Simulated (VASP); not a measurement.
Al, 2 atoms in the cell. Symmetry: Cmcm, No. 63, orthorhombic system. Conventional cell: a = 3.235 Å, b = 4.697 Å, c = 4.697 Å, α = 90.00°, β = 90.00°, γ = 90.00°. Al (site symmetry m2m) has 14 Al at 2.85 to 3.59 Å within 3.8 Å.  This cell differs from its parent crystal: atoms displaced along a vibrational mode, the cell strained.

```yaml
Program: VASP 6.6.1
Task: single point
Functional: PBE
Potentials_or_basis: VASP PAW PBE potentials, release 64 (Al)
Cutoff: 520 eV
k_mesh: 20 × 20 × 12
Occupations: gaussian, width 0.15 eV
Spin: no spin polarisation
Dipole_correction: no
Further_INCAR_settings: ALGO = Fast; EDIFF = 1e-07; NBANDS = 10
```

Potentials or basis: VASP PAW PBE potentials, release 64 (Al).

The run is started by

```bash
$ cat potpaw_PBE.64/Al/POTCAR > POTCAR
$ mpirun -np 1 vasp_std > vasp.out
```

Hardware: 1 thread of Intel(R) Xeon(R) Platinum 8488C (Sapphire Rapids), on a shared host.

Q: Estimate the wall time of this run.

A: Run time: 100 s on 1 thread of Intel(R) Xeon(R) Platinum 8488C (Sapphire Rapids) (shared host), peak memory 0.33 GiB. Counts: scf iterations 13, k points 777.
